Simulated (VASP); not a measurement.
# AlN (P6_3mc) in VASP: further runs

Aim: see how the results for AlN move with the level of theory and the settings. Levels: RPBE+D3(BJ), PBE, revPBE+D3(BJ). Tasks: single point.

Everything below comes from runs of VASP 6.6.1. Logs are shortened: lines on timing, memory, paths and dates and some standing lists are left out, and cuts for length are marked.

**Experimental background.**

From “Self-assembly of well-separated AlN nanowires directly on sputtered metallic TiN films”, 2019, arxiv:1910.07391, for a bulk crystal of AlN at 10 K: band gap 6.034 eV (an exciton energy, a little under the gap).

The results are compared with them further down.

## (1) The cell of the first run

It takes space group P6_3mc (No. 186, hexagonal). Conventional cell: a = 3.154 Å, b = 3.154 Å, c = 5.047 Å, α = 90.00°, β = 90.00°, γ = 120.00°. Within 2.5 Å of Al (site symmetry 3m) lie 4 N at 1.92 Å. Within 2.5 Å of N (site symmetry 3m) lie 4 Al at 1.92 Å.

## (2) Single point, RPBE+D3(BJ)

File INCAR:

```
SYSTEM = AlN
ALGO = Normal ; EDIFF = 1E-7
ENCUT = 520 ; GGA = RP
ISIF = 2 ; ISMEAR = -1
IVDW = 12 ; LASPH = .True.
LCHARG = .False. ; LREAL = .False.
LWAVE = .False. ; NBANDS = 16
NELM = 100 ; PREC = Accurate
SIGMA = 0.05
```

File KPOINTS:

```
k-points
0
Gamma
  10 10 6
  0 0 0
```

File POSCAR:

```
AlN
1.0
    3.1539652241      0.0000000000      0.0000000000
   -1.5769826120      2.7314140067      0.0000000000
    0.0000000000      0.0000000000      5.0465469904
Al N
2 2
Direct
    0.6666666667      0.3333333333      0.5000000000
    0.3333333333      0.6666666667      0.0000000000
    0.6666666667      0.3333333333      0.8800000000
    0.3333333333      0.6666666667      0.3800000000
```

Potentials or basis: VASP PAW PBE potentials, release 64 (Al, N).

The run is started by

```sh
cat potpaw_PBE.64/Al/POTCAR potpaw_PBE.64/N/POTCAR > POTCAR
mpirun -np 1 vasp_std > vasp.out
```

OUTCAR:

```text
SYSTEM = AlN
   EDIFF = 1E-7
   ENCUT = 520
   GGA = RP
   ISIF = 2
   ISMEAR = -1
   IVDW = 12
   LASPH = .True.
   LREAL = .False.
   NELM = 100
   PREC = Accurate
 IVDW          = 12

 ion  position               nearest neighbor table
   1  0.667  0.333  0.500-   3 1.92   4 1.92   4 1.92   4 1.92   2 3.11   2 3.11   2 3.11   2 3.11
                             2 3.11   2 3.11
   2  0.333  0.667  0.000-   4 1.92   3 1.92   3 1.92   3 1.92   1 3.11   1 3.11   1 3.11   1 3.11
                             1 3.11   1 3.11
   3  0.667  0.333  0.880-   1 1.92   2 1.92   2 1.92   2 1.92
   4  0.333  0.667  0.380-   2 1.92   1 1.92   1 1.92   1 1.92

  LATTYP: Found a hexagonal cell.
 ALAT       =     3.1539652241
 C/A-ratio  =     1.6000642467

  Lattice vectors:

 A1 = (   3.1539652241,   0.0000000000,   0.0000000000)
 A2 = (  -1.5769826120,   2.7314140067,   0.0000000000)
 A3 = (   0.0000000000,   0.0000000000,   5.0465469904)

Analysis of symmetry for initial positions (statically):
=====================================================================
 Subroutine PRICEL returns:
 Original cell was already a primitive cell.

 Routine SETGRP: Setting up the symmetry group for a
 hexagonal supercell.

 Subroutine GETGRP returns: Found 12 space group operations
 (whereof  6 operations were pure point group operations)
 out of a pool of 24 trial point group operations.

The static configuration has the point symmetry C_3v.
 The point group associated with its full space group is C_6v.

Analysis of symmetry for dynamics (positions and initial velocities):
=====================================================================
 Subroutine PRICEL returns:
 Original cell was already a primitive cell.

 Routine SETGRP: Setting up the symmetry group for a
 hexagonal supercell.

 Subroutine GETGRP returns: Found 12 space group operations
 (whereof  6 operations were pure point group operations)
 out of a pool of 24 trial point group operations.

The dynamic configuration has the point symmetry C_3v.
 The point group associated with its full space group is C_6v.

 Subroutine INISYM returns: Found 12 space group operations
 (whereof  6 operations are pure point group operations),
 and found     1 'primitive' translations

----------------------------------------------------------------------------------------

                                     Primitive cell

  volume of cell :      43.4749

  direct lattice vectors                    reciprocal lattice vectors
     3.153965224  0.000000000  0.000000000     0.317061200  0.183055369  0.000000000
    -1.576982612  2.731414007  0.000000000     0.000000000  0.366110739  0.000000000
     0.000000000  0.000000000  5.046546990     0.000000000  0.000000000  0.198155293

  length of vectors
     3.153965224  3.153965224  5.046546990     0.366110739  0.366110739  0.198155293

  position of ions in fractional coordinates (direct lattice)
     0.666666667  0.333333333  0.500000000
     0.333333333  0.666666667  0.000000000
     0.666666667  0.333333333  0.880000000
     0.333333333  0.666666667  0.380000000

  ion indices of the primitive-cell ions
   primitive index   ion index
                 1           1
                 2           2
                 3           3
                 4           4

----------------------------------------------------------------------------------------

 KPOINTS: k-points

Automatic generation of k-mesh.
 Grid dimensions read from file:
 generate k-points for:   10   10    6

 Generating k-lattice:

  Cartesian coordinates                     Fractional coordinates (reciprocal lattice)
     0.031706120  0.018305537  0.000000000     0.100000000  0.000000000  0.000000000
     0.000000000  0.036611074  0.000000000     0.000000000  0.100000000  0.000000000
     0.000000000  0.000000000  0.033025882     0.000000000  0.000000000  0.166666667

  Length of vectors
     0.036611074  0.036611074  0.033025882

  Shift w.r.t. Gamma in fractional coordinates (k-lattice)
     0.000000000  0.000000000  0.000000000

 Subroutine IBZKPT returns following result:
 ===========================================

 Found     56 irreducible k-points:

 Following reciprocal coordinates:
            Coordinates               Weight
  0.000000  0.000000  0.000000      1.000000
  0.100000  0.000000  0.000000      6.000000
  0.200000  0.000000  0.000000      6.000000
  0.300000  0.000000  0.000000      6.000000
  0.400000  0.000000  0.000000      6.000000
  0.500000  0.000000  0.000000      3.000000
[... 16 lines left out ...]
  0.300000  0.100000  0.166667     24.000000
  0.400000  0.100000  0.166667     24.000000
 [... further k-points ...]
   k-points           NKPTS =     56   k-points in BZ     NKDIM =     56   number of bands    NBANDS=     16
   number of dos      NEDOS =    301   number of ions     NIONS =      4
   total plane-waves  NPLWV =  23040
   dimension x,y,z NGX =    24 NGY =   24 NGZ =   40
   dimension x,y,z NGXF=    48 NGYF=   48 NGZF=   80
   ions per type =               2   2
   NGX,Y,Z   is equivalent  to a cutoff of  12.65, 12.65, 13.18 a.u.
   NGXF,Y,Z  is equivalent  to a cutoff of  25.30, 25.30, 26.35 a.u.
 SYSTEM =  AlN
   PREC   = accura    normal or accurate (medium, high low for compatibility)
   ISTART =      0    job   : 0-new  1-cont  2-samecut
   ICHARG =      2    charge: 1-file 2-atom 10-const
   ISPIN  =      1    spin polarized calculation?
   LNONCOLLINEAR =      F non collinear calculations
   LSORBIT =      F    spin-orbit coupling
   LASPH  =      T    aspherical Exc in radial PAW
   ENCUT  =  520.0 eV  38.22 Ry    6.18 a.u.   5.86  5.86  9.38*2*pi/ulx,y,z
   NELM   =    100;   NELMIN=  2; NELMDL= -5     # of ELM steps
   EDIFF  = 0.1E-06   stopping-criterion for ELM
   LREAL  =      F    real-space projection
   EDIFFG = 0.1E-05   stopping-criterion for IOM
   NSW    =      0    number of steps for IOM
   IBRION =     -1    ionic relax: 0-MD 1-quasi-New 2-CG
   NFREE  =      0    steps in history (QN), initial steepest desc. (CG)
   ISIF   =      2    stress and relaxation
   ISYM   =      2    0-nonsym 1-usesym 2-fastsym
   POTIM  = 0.5000    time-step for ionic-motion
   TEBEG  =    0.0;   TEEND  =   0.0 temperature during run
   PSTRESS=    0.0 pullay stress
   NELECT =      16.0000    total number of electrons
   NUPDOWN=      -1.0000    fix difference up-down
   EMIN   =  10.00;   EMAX   =-10.00  energy-range for DOS
   EFERMI =   0.00;   METHOD = LEGACY
   ISMEAR =    -1;   SIGMA  =   0.05  broadening in eV -4-tet -1-fermi 0-gaus
   EFERMI_NEDOS =   21; number of points for ismear=-14 and -15
   IALGO  =     38    algorithm
   IMIX   =      4    mixing-type and parameters
     AMIX     =   0.40;   BMIX     =  1.00
     AMIX_MAG =   1.60;   BMIX_MAG =  1.00
  volume/ion in A,a.u.               =      10.87        73.35
  Fermi-wavevector in a.u.,A,eV,Ry     =   1.173191  2.217009 18.726735  1.376376
  Thomas-Fermi vector in A             =   2.309608
   LORBIT       =      0    0 simple, 1 ext, 2 COOP (PROOUT), +10 PAW based schemes
   GGA     = RP    functional components
   LHFCALC =     F    Hartree Fock is set to
   AEXX    =    0.0000 exact exchange contribution
   IVDW    =    12    specifies the selected vdW correction
   LEPSILON=     F    determine dielectric tensor
   LRPA    =     F    only Hartree local field effects (RPA)
 non-spin polarized calculation
  energy-cutoff  :      520.00
  volume of cell :       43.47
 maximum number of plane-waves:      1194
 NGX is ok and might be reduce to    24
   NGX = 11   NGY = 11   NGZ = 19

 number of electron      16.0000000 magnetization

 Free energy of the ion-electron system (eV)
  ---------------------------------------------------
  ext. energy  EPLUGINS =         0.00000000
  ---------------------------------------------------
  free energy    TOTEN  =       -28.35036815 eV

  energy without entropy =      -28.35036815  energy(sigma->0) =      -28.35036815

 E-fermi :   6.8124     XC(G=0): -10.6063

 val. band max:        5.8660558148   @ k =   0.0000   0.0000   0.0000
 cond. band min:       9.7961376472   @ k =   0.0000   0.0000   0.0000
 fundamental gap:      3.9300818325
 Fermi energy:         6.8123582194

 k-point     1 :       0.0000    0.0000    0.0000
  band No.  band energies     occupation
      1      -9.1045      2.00000
      2      -7.1017      2.00000
      3       0.0956      2.00000
      4       5.0544      2.00000
      5       5.0544      2.00000
      6       5.6940      2.00000
[... 8 lines left out ...]
     15      18.7516      0.00000
     16      18.7516      0.00000

 k-point     2 :       0.1000    0.0000    0.0000
  band No.  band energies     occupation
      1      -8.9843      2.00000
      2      -7.0353      2.00000
      3       0.2417      2.00000
      4       4.4905      2.00000
      5       4.8977      2.00000
      6       5.1231      2.00000
[... 8 lines left out ...]
     15      18.7338      0.00000
     16      18.8120      0.00000

 k-point     3 :       0.2000    0.0000    0.0000
  band No.  band energies     occupation
      1      -8.6406      2.00000
      2      -6.8630      2.00000
      3       0.6682      2.00000
      4       3.2225      2.00000
      5       4.0363      2.00000
      6       4.5554      2.00000
[... 8 lines left out ...]
     15      17.8714      0.00000
     16      18.4342      0.00000

 k-point     4 :       0.3000    0.0000    0.0000
  band No.  band energies     occupation
      1      -8.1296      2.00000
      2      -6.6698      2.00000
      3       1.3302      2.00000
      4       1.9166      2.00000
      5       2.9597      2.00000
      6       4.2050      2.00000
[... 8 lines left out ...]
     15      17.6650      0.00000
     16      19.5777      0.00000
[... 324 lines left out ...]
 k-point    22 :       0.2000    0.1000    0.1667
  band No.  band energies     occupation
      1      -8.2359      2.00000
      2      -6.8650      2.00000
      3       1.1743      2.00000
      4       2.6782      2.00000
      5       3.1273      2.00000
      6       4.2863      2.00000
[... 8 lines left out ...]
     15      18.0013      0.00000
     16      19.3416      0.00000

 k-point    23 :       0.3000    0.1000    0.1667
  band No.  band energies     occupation
      1      -7.7084      2.00000
      2      -6.6784      2.00000
      3       1.1402      2.00000
      4       1.9417      2.00000
      5       2.6900      2.00000
      6       3.8336      2.00000
[... 8 lines left out ...]
     15      17.9917      0.00000
     16      19.9956      0.00000

 k-point    24 :       0.4000    0.1000    0.1667
  band No.  band energies     occupation
      1      -7.2556      2.00000
      2      -6.6417      2.00000
      3       0.6610      2.00000
      4       1.6207      2.00000
      5       2.9187      2.00000
      6       3.6713      2.00000
[... 8 lines left out ...]
     15      18.2778      0.00000
     16      20.4500      0.00000

 [... further k-points ...]

------------------------ aborting loop because EDIFF is reached ----------------------------------------

 Edisp (eV)   -4.29110

 E8    (eV) :    -2.5456

  FORCE on cell =-STRESS in cart. coord.  units (eV):
  Direction    XX          YY          ZZ          XY          YZ          ZX
  --------------------------------------------------------------------------------------
  -------------------------------------------------------------------------------------
  Total      -5.71454    -5.71454    -5.33479    -0.00000    -0.00000    -0.00000
  in kB    -210.59730  -210.59730  -196.60255    -0.00000    -0.00000    -0.00000
  external pressure =     -205.93 kB  Pullay stress =        0.00 kB

 VOLUME and BASIS-vectors are now :
 -----------------------------------------------------------------------------
  energy-cutoff  :      520.00
  volume of cell :       43.47
      direct lattice vectors                 reciprocal lattice vectors
     3.153965224  0.000000000  0.000000000     0.317061200  0.183055369  0.000000000
    -1.576982612  2.731414007  0.000000000     0.000000000  0.366110739  0.000000000
     0.000000000  0.000000000  5.046546990     0.000000000  0.000000000  0.198155293

 POSITION                                       TOTAL-FORCE (eV/Angst)
 -----------------------------------------------------------------------------------
      1.57698      0.91047      2.52327         0.000000     -0.000000     -0.122769
     -0.00000      1.82094      0.00000        -0.000000      0.000000     -0.122769
      1.57698      0.91047      4.44096         0.000000      0.000000      0.122769
     -0.00000      1.82094      1.91769        -0.000000     -0.000000      0.122769
 -----------------------------------------------------------------------------------
    total drift:                               -0.000000      0.000000      0.000150

  FREE ENERGIE OF THE ION-ELECTRON SYSTEM (eV)
  ---------------------------------------------------
  free  energy   TOTEN  =       -32.6414731110 eV

  energy  without entropy=      -32.6414731109  energy(sigma->0) =      -32.64147311
```

It took 18 s on 1 thread of AMD EPYC 9R45 (Zen 5), shared host; peak memory 0.15 GiB.

Results:

* Free energy: -32.6415 eV
* Pressure: -20.6 GPa
* Largest force: 0.123 eV/Å
* Band gap on the k mesh: 3.93 eV, direct
* Dispersion energy per atom: -1.073 eV

Forces in eV/Å, atoms in the order of the input:
```
Al   0.000  0.000 -0.123
Al   0.000  0.000 -0.123
N    0.000  0.000  0.123
N    0.000  0.000  0.123
```

Caveat: the PAW data sets were made with another functional, which shifts forces and pressure a little.

## (3) Single point, PBE

This run uses another cell than the first one, of 10.45 Å³/atom, 0.962 times its volume.

File INCAR:

```
ALGO     = Normal         # electronic algorithm
EDIFF    = 1E-6           # SCF threshold, eV
ENCUT    = 520            # plane-wave cutoff, eV
GGA      = PE             # functional
ISIF     = 2              # what is computed and relaxed
ISMEAR   = 0              # smearing method
LASPH    = True           # aspherical terms in the spheres
LCHARG   = False          # write CHGCAR
LREAL    = False          # projectors in reciprocal space
LWAVE    = False          # write WAVECAR
NBANDS   = 16             # bands
NELM     = 80             # most SCF steps
PREC     = Accurate       # precision mode
SIGMA    = 0.011          # smearing width, eV
```

File KPOINTS:

```
k-points
0
Gamma
  10 10 6
```

File POSCAR:

```
AlN
1.0
    3.1130000000      0.0000000000      0.0000000000
   -1.5565000000      2.6959370820      0.0000000000
    0.0000000000      0.0000000000      4.9810000000
Al N
2 2
Direct
    0.6666666667      0.3333333333      0.5000000000
    0.3333333333      0.6666666667      0.0000000000
    0.6666666667      0.3333333333      0.8800000000
    0.3333333333      0.6666666667      0.3800000000
```

Potentials or basis: VASP PAW PBE potentials, release 64 (Al, N).

The run is started by

```sh
cat potpaw_PBE.64/Al/POTCAR potpaw_PBE.64/N/POTCAR > POTCAR
mpirun -np 1 vasp_std > vasp.out
```

Run time: 19 s. Hardware: 1 thread of AMD EPYC 9R45 (Zen 5), shared host; peak memory 0.14 GiB.

Results (log left out):

```yaml
Free_energy: -29.7713 eV
Pressure: 3.5 GPa
Largest_force: 0.129 eV/Å
Band_gap_on_the_k_mesh: 4.22 eV, direct
```

Forces in eV/Å, atoms in the order of the input:
```
Al   0.000  0.000 -0.129
Al   0.000  0.000 -0.129
N    0.000  0.000  0.129
N    0.000  0.000  0.129
```

Stress tensor (GPa, compression positive):
```
2.91 0.00 0.00
0.00 2.91 0.00
0.00 0.00 4.57
```

Levels at points of the mesh, in eV from the valence-band top:
```csv
k point,band 5,band 6,band 7,band 8,band 9,band 10,band 11,band 12
"(0.00, 0.00, 0.00)",-0.83,-0.18,-0.18,0.00,4.22,6.66,10.62,11.17
"(0.50, 0.00, 0.00)",-3.33,-2.06,-1.77,-0.66,5.82,5.83,8.20,10.30
"(0.00, 0.00, 0.50)",-0.51,-0.51,-0.51,-0.51,6.47,6.47,10.34,10.34
"(0.50, 0.00, 0.50)",-1.43,-1.43,-1.35,-1.35,5.33,5.33,9.29,9.29
```

A k mesh can miss the band edges. A hybrid or GW would open this gap; PBE tends to underestimate it.

## (4) Single point, PBE

This run uses another cell than the first one, of 10.65 Å³/atom, 0.979 times its volume.

File INCAR:

```
SYSTEM = AlN
ALGO = Normal ; EDIFF = 1E-7
ENCUT = 520 ; GGA = PE
ISIF = 2 ; ISMEAR = -1
LASPH = .TRUE. ; LCHARG = .TRUE.
LELF = .TRUE. ; LREAL = .FALSE.
LVHAR = .TRUE. ; LWAVE = .FALSE.
NBANDS = 16 ; NELM = 80
PREC = Accurate ; SIGMA = 0.05
```

File KPOINTS:

```
k-points
0
G
  10 10 6
  0 0 0
```

File POSCAR:

```
AlN
1.0
    3.1302231764      0.0000000000      0.0000000000
   -1.5651115882      2.7108527902      0.0000000000
    0.0000000000      0.0000000000      5.0180270159
Al N
2 2
Direct
    0.6666666667      0.3333333333      0.4992300949
    0.3333333333      0.6666666667     -0.0007699051
    0.6666666667      0.3333333333      0.8807699051
    0.3333333333      0.6666666667      0.3807699051
```

The run is started by

```sh
cat potpaw_PBE.64/Al/POTCAR potpaw_PBE.64/N/POTCAR > POTCAR
mpirun -np 1 vasp_std > vasp.out
```

Run time: 21 s. Hardware: 1 thread of AMD EPYC 9R45 (Zen 5), shared host; peak memory 0.14 GiB.

Results (log left out):

```
Free energy            : -29.7805 eV
Pressure               : -0.3 GPa
Band gap on the k mesh : 4.04 eV, direct
```

Levels at points of the mesh, in eV from the valence-band top:
```csv
k point,band 4,band 5,band 6,band 7,band 8,band 9,band 10,band 11,band 12,band 13
"(0.00, 0.00, 0.00)",-0.85,-0.85,-0.20,-0.20,0.00,4.04,6.51,10.46,11.03,11.03
"(0.50, 0.00, 0.00)",-4.12,-3.29,-2.05,-1.74,-0.68,5.76,5.76,8.02,10.14,10.81
"(0.00, 0.00, 0.50)",-3.30,-0.53,-0.53,-0.53,-0.53,6.31,6.31,10.16,10.16,11.34
"(0.50, 0.00, 0.50)",-5.52,-1.44,-1.44,-1.35,-1.35,5.24,5.24,9.14,9.14,11.60
```

[end of part 1 of 2]
